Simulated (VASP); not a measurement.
Set up this calculation in VASP 6.6.1, as the native input.

```
Task                   : single point
Functional             : r2SCAN
Potentials or basis    : VASP PAW PBE potentials, release 64 (K_sv, Br)
Cutoff                 : 520 eV
k mesh                 : 6 × 6 × 4
Occupations            : gaussian, width 0.01 eV
Spin                   : no spin polarisation
Dipole correction      : no
Further INCAR settings : ALGO = Normal; EDIFF = 1e-07; NBANDS = 24
```

The system is KBr.

```xyz
4
Lattice="4.5593 0.0000 0.0000 -2.2796 3.9485 0.0000 0.0000 0.0000 8.0201" Properties=species:S:1:pos:R:3 pbc="T T T"
K     0.0000    0.0000    0.0000
K     0.0000    0.0000    4.0100
Br    0.0000    2.6323    2.0050
Br    2.2796    1.3162    6.0150
```

These files were run (other wordings do the same):

POSCAR

```
KBr
1.0
    4.5592982551      0.0000000000      0.0000000000
   -2.2796491275      3.9484681123      0.0000000000
    0.0000000000      0.0000000000      8.0200647354
K Br
2 2
Direct
    0.0000000000      0.0000000000      0.0000000000
    0.0000000000      0.0000000000      0.5000000000
    0.3333333333      0.6666666667      0.2500000000
    0.6666666667      0.3333333333      0.7500000000
```

INCAR.step1

```
ALGO = Normal ; EDIFF = 1E-4
ENCUT = 520 ; GGA = PE
ISMEAR = 0 ; LASPH = True
LCHARG = False ; LREAL = False
LWAVE = True ; NBANDS = 24
NELM = 60 ; PREC = Accurate
SIGMA = 0.01
```

INCAR.step2

```
ALGO = Normal ; EDIFF = 1E-7
ENCUT = 520 ; ISIF = 2
ISMEAR = 0 ; ISTART = 1
LASPH = True ; LCHARG = False
LMIXTAU = True ; LREAL = False
LWAVE = False ; METAGGA = R2SCAN
NBANDS = 24 ; NELM = 60
PREC = Accurate ; SIGMA = 0.01
```

KPOINTS

```
k-points
0
Gamma
  6 6 4
```

Potentials or basis: VASP PAW PBE potentials, release 64 (K_sv, Br).

Command:

```sh
$ cat potpaw_PBE.64/K_sv/POTCAR potpaw_PBE.64/Br/POTCAR > POTCAR
$ cp INCAR.step1 INCAR
$ mpirun -np 1 vasp_std > vasp.out
$ cp INCAR.step2 INCAR
$ mpirun -np 1 vasp_std > vasp.out
```

It gave:

```yaml
Pressure: 0.0 GPa
Band_gap_on_the_k_mesh: 5.00 eV
```

Caveat: the PAW data sets were made with another functional, which shifts forces and pressure a little.

It took 2.7 min on 1 thread of Intel(R) Xeon(R) 6975P-C (Granite Rapids), on a shared host, peak memory 0.32 GiB.
